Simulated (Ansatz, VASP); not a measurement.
**Two plane-wave programs on Hg**

```xyz
1
Lattice="1.7463 1.0082 2.1479 -1.7463 1.0082 2.1479 0.0000 -2.0165 2.1479" Properties=species:S:1:pos:R:3 pbc="T T T"
Hg   -1.7463    1.0082    2.1479
```

Alike in both runs: task single point; functional LDA; k mesh 11 × 11 × 11; occupations gaussian, width 1 eV; no spin polarisation.

|  | VASP | Ansatz |
| --- | --- | --- |
| version | VASP 6.6.1 | Ansatz 0.2.0 |
| potentials or method | VASP PAW LDA potentials, release 64 (Hg), cutoff 520 eV | plane waves (420 eV) with PAW, scalar-relativistic |
| valence electrons in the cell | 12 | 20 |

Ansatz gave:

- pressure (GPa): 0.0
- traceless stress, the component that is largest in VASP (GPa): -0.31

**Question.** Which values does VASP return?

**Answer.** Pressure (GPa): 0.8; traceless stress, the component that is largest in VASP (GPa): 0.02.

Ansatz warns that its potentials were made for another functional, while VASP's fit it. LDA's correlation is that of Perdew and Zunger in VASP and of Perdew and Wang (1992) in Ansatz. VASP's potentials hold 12 valence electrons a cell and Ansatz's 20, so a difference there can come from the potentials and not from the codes.

Spin-orbit coupling is off throughout.
